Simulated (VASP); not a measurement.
TiO: single point with PBEsol

Crystal: TiO.

```xyz
2
Lattice="3.0725 0.0000 0.0000 -1.5363 2.6609 0.0000 0.0000 0.0000 3.1508" Properties=species:S:1:pos:R:3 pbc="T T T"
Ti    1.5363    0.8870    0.0000
O     0.0000    0.0000    1.5754
```

This cell differs from its parent crystal: ratio of the length along z to the lengths across it x 0.96, volume and fractional coordinates fixed.

```
Program             : VASP 6.6.1
Task                : single point
Functional          : PBEsol
Potentials or basis : VASP PAW PBE potentials, release 64 (Ti_sv, O)
Cutoff              : 520 eV
k mesh              : 18 × 18 × 16
Occupations         : gaussian, width 0.15 eV
Spin                : no spin polarisation
```

```yaml
Pressure: -40.3 GPa
Band_gap_on_the_k_mesh: zero (band 9 reaches 7.63 eV, above the bottom of band 10 at 7.62 eV)
```

Stress tensor (GPa, compression positive):
```
-37.01   0.00   0.00
  0.00 -37.01   0.00
  0.00   0.00 -46.96
```

Levels at points of the mesh, in eV from the Fermi level:
| k point | band 7 | band 8 | band 9 | band 10 | band 11 | band 12 |
| --- | --- | --- | --- | --- | --- | --- |
| (0.00, 0.00, 0.00) | -4.17 | -4.17 | -2.25 | 0.23 | 1.05 | 1.05 |
| (0.50, 0.00, 0.00) | -5.00 | -4.15 | -1.64 | 1.08 | 1.28 | 1.84 |
| (0.00, 0.00, 0.50) | -3.92 | -3.92 | 0.06 | 0.06 | 0.30 | 1.40 |
| (0.50, 0.00, 0.50) | -6.14 | -4.86 | -0.71 | 0.92 | 1.92 | 2.01 |

It took 49 s on 1 thread of Intel(R) Xeon(R) Platinum 8488C (Sapphire Rapids) (shared host), peak memory 0.24 GiB.

Caveat: the PAW data sets were made with another functional, which shifts forces and pressure a little; semilocal functionals often make such compounds metallic where correlation or magnetic order opens a gap, which also shifts bond lengths.
